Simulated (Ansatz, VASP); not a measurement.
## LaTe in VASP and in Ansatz

```
La Te
1.0
     0.00000    3.27398    3.27398
     3.27398    0.00000    3.27398
     3.27398    3.27398    0.00000
La Te
1 1
Direct
  0.00000 0.00000 0.00000
  0.50000 0.50000 0.50000
```

Change from the starting cell: volume scaled by 1.06.

Alike in both runs: task single point; functional LDA; k mesh 10 × 10 × 10; occupations fermi-dirac, width 0.08 eV; no spin polarisation.

```csv
,VASP,Ansatz
version,VASP 6.6.1,Ansatz 0.2.0
potentials or method,"VASP PAW LDA potentials, release 64 (La, Te), cutoff 520 eV","all-electron LAPW, scalar-relativistic"
```

Ansatz gave:

```
pressure (GPa) : -5.0
```

Q: Which values does VASP return?

A: Pressure (GPa): -4.9.

LDA's correlation is that of Perdew and Zunger in VASP and of Perdew and Wang (1992) in Ansatz. Ansatz ran all-electron here, and VASP with PAW potentials.

Spin-orbit coupling is off throughout.
